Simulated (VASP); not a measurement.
# Mg (Im-3m) in VASP: a series of runs

Mg is run at these levels: PBEsol; tasks: single point, relaxation of cell and atoms.

Program: VASP 6.6.1. These are calculated values, not measurements. Logs are shortened: lines on timing, memory, paths and dates and some standing lists are left out, and cuts for length are marked.

## 1. The cell of the first run

The structure is cubic, space group Im-3m (No. 229). Conventional cell: a = 3.216 Å, b = 3.216 Å, c = 3.216 Å, α = 90.00°, β = 90.00°, γ = 90.00°. Within 3.7 Å of Mg (site symmetry m-3m) lie 14 Mg at 2.79 to 3.22 Å.

This isn't the form of Mg at room conditions, which is hcp.

## 2. Single point, PBEsol

INCAR reads:

```
ALGO = Normal ; EDIFF = 1E-6
ENCUT = 600 ; GGA = PS
GGA_COMPAT = False ; ISIF = 2
ISMEAR = -1 ; LASPH = True
LCHARG = False ; LREAL = False
LWAVE = False ; NBANDS = 7
NELM = 120 ; PREC = Accurate
SIGMA = 0.1
```

KPOINTS reads:

```
k-points
0
Gamma
  10 10 10
```

POSCAR reads:

```
Mg
1.0
   -1.6082187436      1.6082187436      1.6082187436
    1.6082187436     -1.6082187436      1.6082187436
    1.6082187436      1.6082187436     -1.6082187436
Mg
1
Direct
    0.0000000000      0.0000000000      0.0000000000
```

Potentials or basis: VASP PAW PBE potentials, release 64 (Mg).

Started as:

```
> cat potpaw_PBE.64/Mg/POTCAR > POTCAR
> mpirun -np 1 vasp_std > vasp.out
```

OUTCAR:

```text
EDIFF = 1E-6
   ENCUT = 600
   GGA = PS
   ISIF = 2
   ISMEAR = -1
   LASPH = True
   LREAL = False
   NELM = 120
   PREC = Accurate

 ion  position               nearest neighbor table
   1  0.000  0.000  0.000-

  LATTYP: Found a body centered cubic cell.
 ALAT       =     3.2164374872

  Lattice vectors:

 A1 = (  -1.6082187436,   1.6082187436,   1.6082187436)
 A2 = (   1.6082187436,  -1.6082187436,   1.6082187436)
 A3 = (   1.6082187436,   1.6082187436,  -1.6082187436)

Analysis of symmetry for initial positions (statically):
=====================================================================
 Subroutine PRICEL returns:
 Original cell was already a primitive cell.

 Routine SETGRP: Setting up the symmetry group for a
 body centered cubic supercell.

 Subroutine GETGRP returns: Found 48 space group operations
 (whereof 48 operations were pure point group operations)
 out of a pool of 48 trial point group operations.

The static configuration has the point symmetry O_h .

Analysis of symmetry for dynamics (positions and initial velocities):
=====================================================================
 Subroutine PRICEL returns:
 Original cell was already a primitive cell.

 Routine SETGRP: Setting up the symmetry group for a
 body centered cubic supercell.

 Subroutine GETGRP returns: Found 48 space group operations
 (whereof 48 operations were pure point group operations)
 out of a pool of 48 trial point group operations.

The dynamic configuration has the point symmetry O_h .

 Subroutine INISYM returns: Found 48 space group operations
 (whereof 48 operations are pure point group operations),
 and found     1 'primitive' translations

----------------------------------------------------------------------------------------

                                     Primitive cell

  volume of cell :      16.6378

  direct lattice vectors                    reciprocal lattice vectors
    -1.608218744  1.608218744  1.608218744     0.000000000  0.310902980  0.310902980
     1.608218744 -1.608218744  1.608218744     0.310902980  0.000000000  0.310902980
     1.608218744  1.608218744 -1.608218744     0.310902980  0.310902980  0.000000000

  length of vectors
     2.785516574  2.785516574  2.785516574     0.439683211  0.439683211  0.439683211

  position of ions in fractional coordinates (direct lattice)
     0.000000000  0.000000000  0.000000000

  ion indices of the primitive-cell ions
   primitive index   ion index
                 1           1
[... 73 lines left out ...]
   LREAL  =      F    real-space projection
   EDIFFG = 0.1E-04   stopping-criterion for IOM
   NSW    =      0    number of steps for IOM
   IBRION =     -1    ionic relax: 0-MD 1-quasi-New 2-CG
   NFREE  =      0    steps in history (QN), initial steepest desc. (CG)
   ISIF   =      2    stress and relaxation
   ISYM   =      2    0-nonsym 1-usesym 2-fastsym
   POTIM  = 0.5000    time-step for ionic-motion
   TEBEG  =    0.0;   TEEND  =   0.0 temperature during run
   PSTRESS=    0.0 pullay stress
   NELECT =       2.0000    total number of electrons
   NUPDOWN=      -1.0000    fix difference up-down
   EMIN   =  10.00;   EMAX   =-10.00  energy-range for DOS
   EFERMI =   0.00;   METHOD = LEGACY
   ISMEAR =    -1;   SIGMA  =   0.10  broadening in eV -4-tet -1-fermi 0-gaus
   EFERMI_NEDOS =   21; number of points for ismear=-14 and -15
   IALGO  =     38    algorithm
   IMIX   =      4    mixing-type and parameters
     AMIX     =   0.40;   BMIX     =  1.00
     AMIX_MAG =   1.60;   BMIX_MAG =  1.00
  volume/ion in A,a.u.               =      16.64       112.28
  Fermi-wavevector in a.u.,A,eV,Ry     =   0.807954  1.526811  8.881732  0.652789
  Thomas-Fermi vector in A             =   1.916669
   LORBIT       =      0    0 simple, 1 ext, 2 COOP (PROOUT), +10 PAW based schemes
   GGA     = PS    functional components
   LHFCALC =     F    Hartree Fock is set to
   AEXX    =    0.0000 exact exchange contribution
   IVDW    =     0    specifies the selected vdW correction
   LEPSILON=     F    determine dielectric tensor
   LRPA    =     F    only Hartree local field effects (RPA)
 non-spin polarized calculation
  energy-cutoff  :      600.00
  volume of cell :       16.64
 maximum number of plane-waves:       586
 NGX is ok and might be reduce to    24
   NGX = 11   NGY = 11   NGZ = 11

 number of electron       2.0000000 magnetization

 Free energy of the ion-electron system (eV)
  ---------------------------------------------------
  ext. energy  EPLUGINS =         0.00000000
  ---------------------------------------------------
  free energy    TOTEN  =        -1.41631624 eV

  energy without entropy =       -1.40236711  energy(sigma->0) =       -1.40934167

 E-fermi :   4.6779     XC(G=0):  -9.6128

 val. band max:        4.5923328748   @ k =   0.3000   0.2000   0.2000
 cond. band min:       4.7251493903   @ k =   0.5000   0.5000   0.2000
 fundamental gap:      0.1328165155
 Fermi energy:         4.6778740031

 k-point     1 :       0.0000    0.0000    0.0000
  band No.  band energies     occupation
      1      -3.9250      2.00000
      2      19.8531      0.00000
      3      19.8531      0.00000
      4      19.8531      0.00000
      5      22.2593      0.00000
      6      22.2593      0.00000
      7      23.7711      0.00000
[... 221 lines left out ...]
 k-point    24 :      -0.3000    0.3000    0.1000
  band No.  band energies     occupation
      1      -1.0601      2.00000
      2       9.6502      0.00000
      3      14.0846      0.00000
      4      16.1961      0.00000
      5      19.2704      0.00000
      6      20.6606      0.00000
      7      22.8524      0.00000

 [... further k-points ...]

------------------------ aborting loop because EDIFF is reached ----------------------------------------

  FORCE on cell =-STRESS in cart. coord.  units (eV):
  Direction    XX          YY          ZZ          XY          YZ          ZX
  --------------------------------------------------------------------------------------
  -------------------------------------------------------------------------------------
  Total        2.1050734      2.1050734      2.1050734     -0.0000000      0.0000000     -0.0000000
  in kB      202.7134080    202.7134080    202.7134080     -0.0000000      0.0000000     -0.0000000
  external PRESSURE =     202.7134080 kB  Pullay stress =       0.0000000 kB

 VOLUME and BASIS-vectors are now :
 -----------------------------------------------------------------------------
  energy-cutoff  :      600.00
  volume of cell :       16.64
      direct lattice vectors                 reciprocal lattice vectors
    -1.608218744  1.608218744  1.608218744     0.000000000  0.310902980  0.310902980
     1.608218744 -1.608218744  1.608218744     0.310902980  0.000000000  0.310902980
     1.608218744  1.608218744 -1.608218744     0.310902980  0.310902980  0.000000000

 POSITION                                       TOTAL-FORCE (eV/Angst)
 -----------------------------------------------------------------------------------
      0.00000      0.00000      0.00000        -0.000000      0.000000      0.000000
 -----------------------------------------------------------------------------------
    total drift:                                0.000000      0.000000      0.000000

  FREE ENERGIE OF THE ION-ELECTRON SYSTEM (eV)
  ---------------------------------------------------
  free  energy   TOTEN  =        -1.4163162359 eV

  energy  without entropy=       -1.4023671111  energy(sigma->0) =       -1.40934167
```

OSZICAR:

```text
N       E                     dE             d eps       ncg     rms          rms(c)
DAV:   1    -0.364828214975E+00   -0.36483E+00   -0.87315E+02   714   0.229E+02
DAV:   2    -0.143011249746E+01   -0.10653E+01   -0.10309E+01   861   0.148E+01
DAV:   3    -0.143385725719E+01   -0.37448E-02   -0.37427E-02   854   0.104E+00
DAV:   4    -0.143386425357E+01   -0.69964E-05   -0.69958E-05   924   0.292E-02
DAV:   5    -0.143386427895E+01   -0.25382E-07   -0.25754E-07   861   0.113E-03    0.675E-01
DAV:   6    -0.142367226968E+01    0.10192E-01   -0.85572E-05   791   0.703E-02    0.428E-01
DAV:   7    -0.141634286346E+01    0.73294E-02   -0.38047E-04   672   0.122E-01    0.189E-02
DAV:   8    -0.141631757047E+01    0.25293E-04   -0.10390E-05  1015   0.183E-02    0.496E-03
DAV:   9    -0.141631620105E+01    0.13694E-05   -0.10281E-06   721   0.514E-03    0.495E-04
DAV:  10    -0.141631623591E+01   -0.34865E-07   -0.12958E-08   434   0.654E-04
   1 F= -.14163162E+01 E0= -.14093417E+01  d E =-.139491E-01
```

Run time: 2.5 s. Hardware: 1 thread of Intel Xeon 6975P-C (Granite Rapids), shared host; peak memory 0.13 GiB.

Results:

```
Free energy            : -1.4163 eV
Pressure               : 20.3 GPa
Band gap on the k mesh : zero (bands 1 and 2 overlap by 4.92 eV)
```

Caveat: the cell stands under pressure; the PAW data sets were made with another functional, which shifts forces and pressure a little.

## 3. Single point, PBEsol

This run uses another cell than the first one, of 22.55 Å³/atom.

INCAR reads:

```
PREC     = Accurate       # precision mode
ENCUT    = 600            # plane-wave cutoff, eV
EDIFF    = 1E-6           # SCF threshold, eV
ISMEAR   = -1             # smearing method
SIGMA    = 0.1            # smearing width, eV
LREAL    = False          # projectors in reciprocal space
LASPH    = True           # aspherical terms in the spheres
NELM     = 120            # most SCF steps
ALGO     = Normal         # electronic algorithm
ISIF     = 2              # what is computed and relaxed
LWAVE    = False          # write WAVECAR
LCHARG   = False          # write CHGCAR
GGA      = PS             # functional
NBANDS   = 7              # bands
GGA_COMPAT= False
```

KPOINTS reads:

```
Automatic mesh
0
Gamma
  10 10 10
```

POSCAR reads:

```
Mg
1.0
   -1.7797358015      1.7797358015      1.7797358015
    1.7797358015     -1.7797358015      1.7797358015
    1.7797358015      1.7797358015     -1.7797358015
Mg
1
Direct
    0.0000000000      0.0000000000      0.0000000000
```

Potentials or basis: VASP PAW PBE potentials, release 64 (Mg).

Started as:

```
> cat potpaw_PBE.64/Mg/POTCAR > POTCAR
> mpirun -np 1 vasp_std > vasp.out
```

It took 4 s on 1 thread of Intel Xeon 6975P-C (Granite Rapids), shared host; peak memory 0.15 GiB.

Results (log left out):

* Free energy: -1.7068 eV
* Pressure: 0.0 GPa
* Band gap on the k mesh: zero (bands 1 and 2 overlap by 4.81 eV)

Levels at points of the mesh, in eV from the Fermi level:
```csv
k point,band 1,band 2,band 3,band 4,band 5
"(0.00, 0.00, 0.00)",-7.12,13.01,13.01,13.01,15.06
"(0.50, 0.00, 0.00)",-1.62,-1.01,8.58,9.35,10.21
"(0.50, 0.50, 0.50)",3.80,3.80,3.80,3.90,3.90
```

Caveat: the PAW data sets were made with another functional, which shifts forces and pressure a little.

## 4. Relaxation of cell and atoms, PBEsol

This run uses another cell than the first one, of 23.33 Å³/atom.

INCAR reads:

```
ALGO = Normal
EDIFF = 1E-7
EDIFFG = -0.01
ENCUT = 600
GGA = PS
GGA_COMPAT = F
IBRION = 2
ISIF = 3
ISMEAR = -1
LASPH = T
LCHARG = F
LREAL = F
LWAVE = F
NELM = 120
NELMIN = 4
NSW = 80
PREC = Accurate
SIGMA = 0.1
```

KPOINTS reads:

```
k-points
0
Gamma
  10 10 10
```

POSCAR reads:

```
Mg
1.0
   -1.8000000000      1.8000000000      1.8000000000
    1.8000000000     -1.8000000000      1.8000000000
    1.8000000000      1.8000000000     -1.8000000000
Mg
1
Direct
    0.0000000000      0.0000000000      0.0000000000
```

Started as:

```
> cat potpaw_PBE.64/Mg/POTCAR > POTCAR
> mpirun -np 1 vasp_std > vasp.out
```

Wall time 7.1 s (1 thread of Intel Xeon 6975P-C (Granite Rapids), shared host); peak memory 0.16 GiB.

The run converged. Its results:

```yaml
Free_energy: -1.7068 eV
Relaxed_volume: 22.54 Å³/atom
Relaxed_cell: a = 3.082 Å, b = 3.082 Å, c = 3.082 Å, α = 109.47°, β = 109.47°, γ = 109.47°
Space_group_after_relaxing_to_0.1_Å: Im-3m (No. 229)
Energy_gained_by_relaxing: 3.1 meV/atom
Ionic_steps: 3
Pressure_after_relaxing: 0.0 GPa
Band_gap_on_the_k_mesh: zero (bands 1 and 2 overlap by 4.81 eV)
```

The path:
```
step  energy change (eV)  largest force (eV/Å)  pressure (GPa)  volume (Å³)
   1              0.0000                0.0000           -1.20        23.33
   2             -0.0028                0.0000           -0.34        22.74
   3             -0.0031                0.0000           -0.01        22.54
```

Final structure:
```
Mg
1.0
    -1.77939    1.77939    1.77939
     1.77939   -1.77939    1.77939
     1.77939    1.77939   -1.77939
Mg
1
Direct
  0.00000 0.00000 0.00000
```

Levels at points of the mesh, in eV from the Fermi level:
```
           k point  band 1  band 2  band 3  band 4
(0.00, 0.00, 0.00)   -7.13   13.02   13.02   13.02
(0.50, 0.00, 0.00)   -1.62   -1.01    8.58    9.36
(0.50, 0.50, 0.50)    3.80    3.80    3.80    3.90
```

Caveat: the PAW data sets were made with another functional, which shifts forces and pressure a little.

## 5. Relaxation of cell and atoms, PBEsol, target pressure 20 GPa, at which the enthalpy is minimised

This run uses another cell than the first one, of 23.33 Å³/atom.

INCAR reads:

```
SYSTEM = Mg
PREC = Accurate ; ENCUT = 600
EDIFF = 1E-7 ; ISMEAR = -1
SIGMA = 0.1 ; LREAL = .False.
LASPH = .True. ; NELM = 120
ALGO = Normal ; ISIF = 3
LWAVE = .False. ; LCHARG = .False.
GGA = PS ; IBRION = 2
NSW = 80 ; EDIFFG = -0.01
PSTRESS = 200.0 ; GGA_COMPAT = .False.
NELMIN = 4
```

KPOINTS reads:

```
Automatic mesh
0
Gamma
  10 10 10
  0 0 0
```

POSCAR is that of step 4.

Potentials or basis: VASP PAW PBE potentials, release 64 (Mg).

Started as:

```
> cat potpaw_PBE.64/Mg/POTCAR > POTCAR
> mpirun -np 1 vasp_std > vasp.out
```

OUTCAR:

```text
SYSTEM = Mg
   PREC = Accurate
   ENCUT = 600
   EDIFF = 1E-7
   ISMEAR = -1
   LREAL = .False.
   LASPH = .True.
   NELM = 120
   ISIF = 3
   GGA = PS
   IBRION = 2
   NSW = 80
   EDIFFG = -0.01
   PSTRESS = 200.0
   NELMIN = 4

 ion  position               nearest neighbor table
   1  0.000  0.000  0.000-

  LATTYP: Found a body centered cubic cell.
 ALAT       =     3.6000000000

  Lattice vectors:

 A1 = (  -1.8000000000,   1.8000000000,   1.8000000000)
 A2 = (   1.8000000000,  -1.8000000000,   1.8000000000)
 A3 = (   1.8000000000,   1.8000000000,  -1.8000000000)

Analysis of symmetry for initial positions (statically):
=====================================================================
 Subroutine PRICEL returns:
 Original cell was already a primitive cell.

 Routine SETGRP: Setting up the symmetry group for a
 body centered cubic supercell.

 Subroutine GETGRP returns: Found 48 space group operations
 (whereof 48 operations were pure point group operations)
 out of a pool of 48 trial point group operations.

The static configuration has the point symmetry O_h .

Analysis of symmetry for dynamics (positions and initial velocities):
=====================================================================
 Subroutine PRICEL returns:
[... 124 lines left out ...]
   IALGO  =     38    algorithm
   IMIX   =      4    mixing-type and parameters
     AMIX     =   0.40;   BMIX     =  1.00
     AMIX_MAG =   1.60;   BMIX_MAG =  1.00
  volume/ion in A,a.u.               =      23.33       157.43
  Fermi-wavevector in a.u.,A,eV,Ry     =   0.721870  1.364137  7.089946  0.521096
  Thomas-Fermi vector in A             =   1.811688
   LORBIT       =      0    0 simple, 1 ext, 2 COOP (PROOUT), +10 PAW based schemes
   GGA     = PS    functional components
   LHFCALC =     F    Hartree Fock is set to
   AEXX    =    0.0000 exact exchange contribution
   IVDW    =     0    specifies the selected vdW correction
   LEPSILON=     F    determine dielectric tensor
   LRPA    =     F    only Hartree local field effects (RPA)
 conjugate gradient relaxation of ions
 non-spin polarized calculation
  energy-cutoff  :      600.00
  volume of cell :       23.33
 maximum number of plane-waves:       798
 NGX is ok and might be reduce to    28
   NGX = 13   NGY = 13   NGZ = 13

--------------------------------------- Ionic step        1  -------------------------------------------

 number of electron       2.0000000 magnetization

 Free energy of the ion-electron system (eV)
  ---------------------------------------------------
  ext. energy  EPLUGINS =         0.00000000
  ---------------------------------------------------
  free energy    TOTEN  =        -1.70373291 eV

  energy without entropy =       -1.69012401  energy(sigma->0) =       -1.69692846

 E-fermi :   2.6224     XC(G=0):  -8.4863

 val. band max:        2.5109662894   @ k =   0.5000   0.5000   0.2000
 cond. band min:       2.6922061484   @ k =   0.4000   0.1000  -0.0000
 fundamental gap:      0.1812398590
 Fermi energy:         2.6223692759
[... 577 lines left out ...]
--------------------------------------- Ionic step        6  -------------------------------------------

 number of electron       2.0000000 magnetization

 Free energy of the ion-electron system (eV)
  ---------------------------------------------------
  ext. energy  EPLUGINS =         0.00000000
  ---------------------------------------------------
  free energy    TOTEN  =        -1.42177155 eV

  energy without entropy =       -1.40781922  energy(sigma->0) =       -1.41479538

 E-fermi :   4.6603     XC(G=0):  -9.6038

 val. band max:        4.5762589432   @ k =   0.3000   0.2000   0.2000
 cond. band min:       4.7063769042   @ k =   0.5000   0.5000   0.2000
 fundamental gap:      0.1301179609
 Fermi energy:         4.6602946413
[... 224 lines left out ...]
  energy  without entropy=       -1.4078192189  energy(sigma->0) =       -1.41479538

  enthalpy is  TOTEN    =         0.6603886159 eV   P V=        2.0821601652

 reached required accuracy - stopping structural energy minimisation
```

OSZICAR:

```text
N       E                     dE             d eps       ncg     rms          rms(c)
DAV:   1    -0.701679198441E+00   -0.70168E+00   -0.81617E+02   515   0.308E+02
DAV:   2    -0.170933797074E+01   -0.10077E+01   -0.84970E+00   580   0.166E+01
DAV:   3    -0.171516635283E+01   -0.58284E-02   -0.58132E-02   670   0.152E+00
DAV:   4    -0.171517716614E+01   -0.10813E-04   -0.10813E-04   655   0.502E-02
[... 35 lines left out ...]
       N       E                     dE             d eps       ncg     rms          rms(c)
DAV:   1    -0.142177140265E+01    0.58216E-02   -0.12533E-04   500   0.720E-02    0.350E-03
DAV:   2    -0.142177134374E+01    0.58912E-07   -0.50653E-07   555   0.644E-03    0.220E-03
DAV:   3    -0.142177157971E+01   -0.23598E-06   -0.17584E-08   390   0.143E-03    0.108E-04
DAV:   4    -0.142177154933E+01    0.30379E-07   -0.84009E-10   240   0.184E-04
   6 F= 0.66038862E+00 E0= 0.66736478E+00  d E =-.166923E-03
```

CONTCAR:

```text
Mg
   1.00000000000000
    -1.6095763281743982    1.6095763281743982    1.6095763281743982
     1.6095763281743982   -1.6095763281743982    1.6095763281743982
     1.6095763281743982    1.6095763281743982   -1.6095763281743982
  Mg
     1
Direct
     1.0000000000000000    1.0000000000000000    1.0000000000000000

  0.00000000E+00  0.00000000E+00  0.00000000E+00
```

Wall time 12 s (1 thread of Intel Xeon 6975P-C (Granite Rapids), shared host); peak memory 0.17 GiB.

What came out:

```
Free energy                                                : -1.4218 eV
Relaxed volume                                             : 16.68 Å³/atom
Relaxed cell                                               : a = 2.788 Å, b = 2.788 Å, c = 2.788 Å, α = 109.47°, β = 109.47°, γ = 109.47°
Space group after relaxing (to 0.1 Å)                      : Im-3m (No. 229)
Energy change on relaxing (the run minimises the enthalpy) : +282.0 meV/atom
Ionic steps                                                : 6
Pressure after relaxing                                    : 20.0 GPa
Band gap on the k mesh                                     : zero (bands 1 and 2 overlap by 4.92 eV)
```

Step by step:
| step | energy change (eV) | largest force (eV/Å) | pressure (GPa) | volume (Å³) |
| --- | --- | --- | --- | --- |
| 1 | 0.0000 | 0.0000 | -1.20 | 23.33 |
| 2 | 0.6969 | 0.0000 | 39.85 | 14.38 |
| 3 | 0.2787 | 0.0000 | 19.84 | 16.71 |
| 4 | 0.2935 | 0.0000 | 20.59 | 16.59 |
| 5 | 0.2761 | 0.0000 | 19.71 | 16.73 |
| 6 | 0.2820 | 0.0000 | 20.00 | 16.68 |

Final structure:
```
Mg
1.0
    -1.60958    1.60958    1.60958
     1.60958   -1.60958    1.60958
     1.60958    1.60958   -1.60958
Mg
1
Direct
  0.00000 0.00000 0.00000
```

Caveat: the cell is relaxed towards a set pressure, so the run minimises the enthalpy, not the energy; the volume moved by over 15 % at a fixed basis, so the end points are rough; the PAW data sets were made with another functional, which shifts forces and pressure a little.

(Part 1 of 2 ends here.)
